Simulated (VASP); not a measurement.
# Pt (Im-3m) in VASP: further runs

Pt is run at these levels: PBE; tasks: single point.

All numbers are computed with VASP 6.6.1; they aren't measurements. Logs are shortened: lines on timing, memory, paths and dates and some standing lists are left out, and cuts for length are marked.

**1. The cell of the first run**

It takes space group Im-3m (No. 229, cubic). Conventional cell: a = 2.782 Å, b = 2.782 Å, c = 2.782 Å, α = 90.00°, β = 90.00°, γ = 90.00°. Within 3.2 Å of Pt (site symmetry m-3m) lie 14 Pt at 2.41 to 2.78 Å.

**2. Single point, PBE (volume scaled by 0.68)**

INCAR reads:

```
SYSTEM = Pt
ALGO = Normal
EDIFF = 1E-6
ENCUT = 520
GGA = PE
ISIF = 2
ISMEAR = -1
LASPH = .TRUE.
LCHARG = .FALSE.
LREAL = .FALSE.
LWAVE = .FALSE.
NBANDS = 11
NELM = 100
PREC = Accurate
SIGMA = 0.08
```

KPOINTS reads:

```
k-points
0
G
  17 17 17
  0 0 0
```

POSCAR reads:

```
Pt
1.0
   -1.3912087366      1.3912087366      1.3912087366
    1.3912087366     -1.3912087366      1.3912087366
    1.3912087366      1.3912087366     -1.3912087366
Pt
1
Direct
    0.0000000000      0.0000000000      0.0000000000
```

Potentials or basis: VASP PAW PBE potentials, release 64 (Pt).

Command:

```
> cat potpaw_PBE.64/Pt/POTCAR > POTCAR
> mpirun -np 1 vasp_std > vasp.out
```

OUTCAR:

```text
SYSTEM = Pt
   EDIFF = 1E-6
   ENCUT = 520
   GGA = PE
   ISIF = 2
   ISMEAR = -1
   LASPH = .TRUE.
   LREAL = .FALSE.
   NELM = 100
   PREC = Accurate

 ion  position               nearest neighbor table
   1  0.000  0.000  0.000-

  LATTYP: Found a body centered cubic cell.
 ALAT       =     2.7824174732

  Lattice vectors:

 A1 = (  -1.3912087366,   1.3912087366,   1.3912087366)
 A2 = (   1.3912087366,  -1.3912087366,   1.3912087366)
 A3 = (   1.3912087366,   1.3912087366,  -1.3912087366)

Analysis of symmetry for initial positions (statically):
=====================================================================
 Subroutine PRICEL returns:
 Original cell was already a primitive cell.

 Routine SETGRP: Setting up the symmetry group for a
 body centered cubic supercell.

 Subroutine GETGRP returns: Found 48 space group operations
 (whereof 48 operations were pure point group operations)
 out of a pool of 48 trial point group operations.

The static configuration has the point symmetry O_h .

Analysis of symmetry for dynamics (positions and initial velocities):
=====================================================================
 Subroutine PRICEL returns:
 Original cell was already a primitive cell.

 Routine SETGRP: Setting up the symmetry group for a
 body centered cubic supercell.

 Subroutine GETGRP returns: Found 48 space group operations
 (whereof 48 operations were pure point group operations)
 out of a pool of 48 trial point group operations.

The dynamic configuration has the point symmetry O_h .

 Subroutine INISYM returns: Found 48 space group operations
 (whereof 48 operations are pure point group operations),
 and found     1 'primitive' translations

----------------------------------------------------------------------------------------

                                     Primitive cell

  volume of cell :      10.7705

  direct lattice vectors                    reciprocal lattice vectors
    -1.391208737  1.391208737  1.391208737     0.000000000  0.359399698  0.359399698
     1.391208737 -1.391208737  1.391208737     0.359399698  0.000000000  0.359399698
     1.391208737  1.391208737 -1.391208737     0.359399698  0.359399698  0.000000000

  length of vectors
     2.409644216  2.409644216  2.409644216     0.508267927  0.508267927  0.508267927

  position of ions in fractional coordinates (direct lattice)
     0.000000000  0.000000000  0.000000000

  ion indices of the primitive-cell ions
   primitive index   ion index
                 1           1

----------------------------------------------------------------------------------------

 KPOINTS: k-points

Automatic generation of k-mesh.
 Grid dimensions read from file:
 generate k-points for:   17   17   17

 Generating k-lattice:

  Cartesian coordinates                     Fractional coordinates (reciprocal lattice)
     0.000000000  0.021141159  0.021141159     0.058823529  0.000000000  0.000000000
     0.021141159  0.000000000  0.021141159     0.000000000  0.058823529  0.000000000
     0.021141159  0.021141159  0.000000000     0.000000000  0.000000000  0.058823529

  Length of vectors
     0.029898113  0.029898113  0.029898113

  Shift w.r.t. Gamma in fractional coordinates (k-lattice)
     0.000000000  0.000000000  0.000000000

 Subroutine IBZKPT returns following result:
 ===========================================

 Found    165 irreducible k-points:

 Following reciprocal coordinates:
            Coordinates               Weight
  0.000000  0.000000  0.000000      1.000000
  0.058824  0.000000  0.000000     12.000000
  0.117647  0.000000  0.000000     12.000000
  0.176471  0.000000  0.000000     12.000000
  0.235294  0.000000  0.000000     12.000000
  0.294118  0.000000  0.000000     12.000000
[... 16 lines left out ...]
  0.411765  0.117647  0.000000     48.000000
  0.176471  0.176471  0.000000     24.000000
 [... further k-points ...]
   k-points           NKPTS =    165   k-points in BZ     NKDIM =    165   number of bands    NBANDS=     11
   number of dos      NEDOS =    301   number of ions     NIONS =      1
   total plane-waves  NPLWV =   5832
   dimension x,y,z NGX =    18 NGY =   18 NGZ =   18
   dimension x,y,z NGXF=    36 NGYF=   36 NGZF=   36
   ions per type =               1
   NGX,Y,Z   is equivalent  to a cutoff of  12.42, 12.42, 12.42 a.u.
   NGXF,Y,Z  is equivalent  to a cutoff of  24.84, 24.84, 24.84 a.u.
 SYSTEM =  Pt
   PREC   = accura    normal or accurate (medium, high low for compatibility)
   ISTART =      0    job   : 0-new  1-cont  2-samecut
   ICHARG =      2    charge: 1-file 2-atom 10-const
   ISPIN  =      1    spin polarized calculation?
   LNONCOLLINEAR =      F non collinear calculations
   LSORBIT =      F    spin-orbit coupling
   LASPH  =      T    aspherical Exc in radial PAW
   ENCUT  =  520.0 eV  38.22 Ry    6.18 a.u.   4.48  4.48  4.48*2*pi/ulx,y,z
   NELM   =    100;   NELMIN=  2; NELMDL= -5     # of ELM steps
   EDIFF  = 0.1E-05   stopping-criterion for ELM
   LREAL  =      F    real-space projection
[... 7 lines left out ...]
   TEBEG  =    0.0;   TEEND  =   0.0 temperature during run
   PSTRESS=    0.0 pullay stress
   NELECT =      10.0000    total number of electrons
   NUPDOWN=      -1.0000    fix difference up-down
   EMIN   =  10.00;   EMAX   =-10.00  energy-range for DOS
   EFERMI =   0.00;   METHOD = LEGACY
   ISMEAR =    -1;   SIGMA  =   0.08  broadening in eV -4-tet -1-fermi 0-gaus
   EFERMI_NEDOS =   21; number of points for ismear=-14 and -15
   IALGO  =     38    algorithm
   IMIX   =      4    mixing-type and parameters
     AMIX     =   0.40;   BMIX     =  1.00
     AMIX_MAG =   1.60;   BMIX_MAG =  1.00
  volume/ion in A,a.u.               =      10.77        72.68
  Fermi-wavevector in a.u.,A,eV,Ry     =   1.597089  3.018061 34.704303  2.550694
  Thomas-Fermi vector in A             =   2.694750
   LORBIT       =      0    0 simple, 1 ext, 2 COOP (PROOUT), +10 PAW based schemes
   GGA     = PE    functional components
   LHFCALC =     F    Hartree Fock is set to
   AEXX    =    0.0000 exact exchange contribution
   IVDW    =     0    specifies the selected vdW correction
   LEPSILON=     F    determine dielectric tensor
   LRPA    =     F    only Hartree local field effects (RPA)
 non-spin polarized calculation
  energy-cutoff  :      520.00
  volume of cell :       10.77
 maximum number of plane-waves:       321
 NGX is ok and might be reduce to    18
   NGX =  9   NGY =  9   NGZ =  9

 number of electron      10.0000002 magnetization

 Free energy of the ion-electron system (eV)
  ---------------------------------------------------
  ext. energy  EPLUGINS =         0.00000000
  ---------------------------------------------------
  free energy    TOTEN  =        -3.32629243 eV

  energy without entropy =       -3.31252933  energy(sigma->0) =       -3.31941088

 E-fermi :  18.4948     XC(G=0): -15.5722

 val. band max:       18.4743617227   @ k =  -0.3529   0.4118   0.1176
 cond. band min:      18.5188611920   @ k =  -0.4118  -0.4118   0.0588
 fundamental gap:      0.0444994693
 Fermi energy:        18.4947602163

 k-point     1 :       0.0000    0.0000    0.0000
  band No.  band energies     occupation
      1       4.5187      2.00000
      2      12.3858      2.00000
      3      12.3858      2.00000
      4      12.3858      2.00000
      5      16.6453      2.00000
      6      16.6453      2.00000
      7      34.7211      0.00000
      8      34.7211      0.00000
      9      34.7211      0.00000
     10      50.0418      0.00000
     11      50.0457      0.00000

 k-point     2 :       0.0588    0.0000    0.0000
  band No.  band energies     occupation
      1       4.7311      2.00000
      2      12.2769      2.00000
      3      12.3778      2.00000
      4      12.5820      2.00000
      5      16.4797      2.00000
      6      16.6493      2.00000
      7      34.8811      0.00000
      8      35.0640      0.00000
      9      35.1565      0.00000
     10      48.5783      0.00000
     11      49.4763      0.00000

 k-point     3 :       0.1176    0.0000    0.0000
  band No.  band energies     occupation
      1       5.3356      2.00000
      2      11.9764      2.00000
      3      12.3351      2.00000
      4      13.1623      2.00000
      5      16.1198      2.00000
      6      16.6689      2.00000
      7      35.2617      0.00000
      8      36.0643      0.00000
      9      36.2442      0.00000
     10      46.1232      0.00000
     11      47.8492      0.00000

 k-point     4 :       0.1765    0.0000    0.0000
  band No.  band energies     occupation
      1       6.2152      2.00000
      2      11.5493      2.00000
      3      12.2588      2.00000
      4      14.1001      2.00000
      5      15.8484      2.00000
      6      16.7214      2.00000
      7      35.5081      0.00000
      8      37.2767      0.00000
      9      37.6485      0.00000
     10      44.4093      0.00000
     11      46.2223      0.00000

 k-point     5 :       0.2353    0.0000    0.0000
  band No.  band energies     occupation
      1       7.1055      2.00000
      2      11.0725      2.00000
      3      12.3484      2.00000
      4      15.3472      2.00000
      5      15.8430      2.00000
      6      16.8233      2.00000
      7      35.0899      0.00000
      8      37.0568      0.00000
      9      39.7219      0.00000
     10      44.1479      0.00000
     11      45.9718      0.00000

 k-point     6 :       0.2941    0.0000    0.0000
  band No.  band energies     occupation
      1       7.6151      2.00000
      2      10.6154      2.00000
      3      13.0218      2.00000
      4      16.0791      2.00000
      5      16.8225      2.00000
      6      16.9774      2.00000
      7      33.9959      0.00000
      8      35.3324      0.00000
      9      42.1820      0.00000
     10      45.1136      0.00000
     11      45.3910      0.00000

 k-point     7 :       0.3529    0.0000    0.0000
  band No.  band energies     occupation
      1       7.6486      2.00000
      2      10.2312      2.00000
      3      14.3528      2.00000
      4      16.4542      2.00000
      5      17.1644      2.00000
      6      18.3887      1.58025
      7      32.7473      0.00000
      8      33.0297      0.00000
      9      42.0627      0.00000
     10      44.9060      0.00000
     11      47.0870      0.00000

 k-point     8 :       0.4118    0.0000    0.0000
  band No.  band energies     occupation
      1       7.4882      2.00000
      2       9.9565      2.00000
      3      15.7822      2.00000
      4      16.9519      2.00000
      5      17.3408      2.00000
      6      19.8069      0.00000
      7      30.8411      0.00000
      8      31.7418      0.00000
      9      39.5805      0.00000
     10      45.3090      0.00000
     11      47.6820      0.00000
[... 141 lines left out ...]
 k-point    19 :       0.1765    0.1176    0.0000
  band No.  band energies     occupation
      1       7.6310      2.00000
      2      11.1828      2.00000
      3      11.6464      2.00000
      4      15.4757      2.00000
      5      16.2766      2.00000
      6      17.1690      2.00000
      7      35.7227      0.00000
      8      36.7598      0.00000
      9      39.0944      0.00000
     10      43.5535      0.00000
     11      45.1739      0.00000

 k-point    20 :       0.2353    0.1176    0.0000
  band No.  band energies     occupation
      1       8.1831      2.00000
      2      10.7405      2.00000
      3      12.1101      2.00000
      4      15.6719      2.00000
      5      17.2859      2.00000
      6      17.9995      1.99591
      7      34.1189      0.00000
      8      35.7509      0.00000
      9      40.6787      0.00000
     10      41.7113      0.00000
     11      46.5381      0.00000

 k-point    21 :       0.2941    0.1176   -0.0000
  band No.  band energies     occupation
      1       8.2200      2.00000
      2      10.3859      2.00000
      3      13.1712      2.00000
      4      16.0532      2.00000
      5      17.4838      1.99999
      6      19.7539      0.00000
      7      32.3063      0.00000
      8      34.0404      0.00000
      9      39.7183      0.00000
     10      42.8749      0.00000
     11      47.3597      0.00000

 k-point    22 :       0.3529    0.1176    0.0000
  band No.  band energies     occupation
      1       8.0469      2.00000
      2      10.1433      2.00000
      3      14.3362      2.00000
      4      16.3764      2.00000
      5      17.8162      1.99959
      6      21.4134      0.00000
      7      30.3085      0.00000
      8      32.7483      0.00000
      9      38.1855      0.00000
     10      44.4791      0.00000
     11      46.8125      0.00000

 k-point    23 :       0.4118    0.1176    0.0000
  band No.  band energies     occupation
      1       7.9137      2.00000
      2      10.0202      2.00000
      3      15.1095      2.00000
      4      16.3902      2.00000
      5      18.2907      1.85524
      6      22.5487      0.00000
      7      28.8021      0.00000
      8      32.1248      0.00000
      9      37.2546      0.00000
     10      44.2787      0.00000
     11      47.9272      0.00000

 k-point    24 :       0.1765    0.1765    0.0000
  band No.  band energies     occupation
      1       8.3931      2.00000
      2      11.0495      2.00000
      3      11.4057      2.00000
      4      15.4845      2.00000
      5      17.3134      2.00000
      6      18.0510      1.99224
      7      34.5379      0.00000
      8      36.4669      0.00000
      9      39.8536      0.00000
     10      40.9737      0.00000
     11      46.4090      0.00000

 [... further k-points ...]

------------------------ aborting loop because EDIFF is reached ----------------------------------------

  FORCE on cell =-STRESS in cart. coord.  units (eV):
  Direction    XX          YY          ZZ          XY          YZ          ZX
  --------------------------------------------------------------------------------------
  -------------------------------------------------------------------------------------
  Total       16.9581155     16.9581155     16.9581155      0.0000000      0.0000000      0.0000000
  in kB     2522.6168455   2522.6168455   2522.6168455      0.0000000      0.0000000      0.0000000
  external PRESSURE =    2522.6168455 kB  Pullay stress =       0.0000000 kB

 VOLUME and BASIS-vectors are now :
 -----------------------------------------------------------------------------
  energy-cutoff  :      520.00
  volume of cell :       10.77
      direct lattice vectors                 reciprocal lattice vectors
    -1.391208737  1.391208737  1.391208737     0.000000000  0.359399698  0.359399698
     1.391208737 -1.391208737  1.391208737     0.359399698  0.000000000  0.359399698
     1.391208737  1.391208737 -1.391208737     0.359399698  0.359399698  0.000000000

 POSITION                                       TOTAL-FORCE (eV/Angst)
 -----------------------------------------------------------------------------------
      0.00000      0.00000      0.00000         0.000000      0.000000      0.000000
 -----------------------------------------------------------------------------------
    total drift:                                0.000000      0.000000     -0.000000

  FREE ENERGIE OF THE ION-ELECTRON SYSTEM (eV)
  ---------------------------------------------------
  free  energy   TOTEN  =        -3.3262924252 eV

  energy  without entropy=       -3.3125293268  energy(sigma->0) =       -3.31941088
```

Run time: 10 s. Hardware: 1 thread of Intel Xeon 6975P-C (Granite Rapids), shared host; peak memory 0.14 GiB.

Results:

| Property | Result |
| --- | --- |
| Free energy | -3.3263 eV |
| Pressure | 252.3 GPa |
| Band gap on the k mesh | zero (band 5 reaches 20.55 eV, above the bottom of band 6 at 16.36 eV) |

Levels at points of the mesh, in eV from the Fermi level:
| k point | band 3 | band 4 | band 5 | band 6 | band 7 | band 8 |
| --- | --- | --- | --- | --- | --- | --- |
| (0.00, 0.00, 0.00) | -6.11 | -6.11 | -1.85 | -1.85 | 16.23 | 16.23 |

Caveat: spin-orbit coupling is left out, which moves the levels of the heavy elements.

**3. Single point, PBE (volume scaled by 0.68)**

INCAR reads:

```
ALGO     = Normal         # electronic algorithm
EDIFF    = 1E-6           # SCF threshold, eV
ENCUT    = 520            # plane-wave cutoff, eV
GGA      = PE             # functional
ISIF     = 2              # what is computed and relaxed
ISMEAR   = -1             # smearing method
LASPH    = T              # aspherical terms in the spheres
LCHARG   = F              # write CHGCAR
LREAL    = F              # projectors in reciprocal space
LWAVE    = F              # write WAVECAR
NBANDS   = 11             # bands
NELM     = 100            # most SCF steps
PREC     = Accurate       # precision mode
SIGMA    = 0.08           # smearing width, eV
```

KPOINTS reads:

```
k-points
0
Gamma
  17 17 17
```

POSCAR is that of step 2.

Potentials or basis: VASP PAW PBE potentials, release 64 (Pt).

Command:

```
> cat potpaw_PBE.64/Pt/POTCAR > POTCAR
> mpirun -np 1 vasp_std > vasp.out
```

Wall time 11 s (1 thread of Intel Xeon 6975P-C (Granite Rapids), shared host); peak memory 0.13 GiB.

The run converged. Its results:

* Free energy: -3.3263 eV
* Pressure: 252.3 GPa
* Band gap on the k mesh: zero (band 5 reaches 20.55 eV, above the bottom of band 6 at 16.36 eV)

Levels at points of the mesh, in eV from the Fermi level:
```csv
k point,band 2,band 3,band 4,band 5,band 6,band 7,band 8,band 9
"(0.00, 0.00, 0.00)",-6.11,-6.11,-6.11,-1.85,-1.85,16.23,16.23,16.23
```

Caveat: spin-orbit coupling is left out, which moves the levels of the heavy elements.

[end of part 1 of 2]
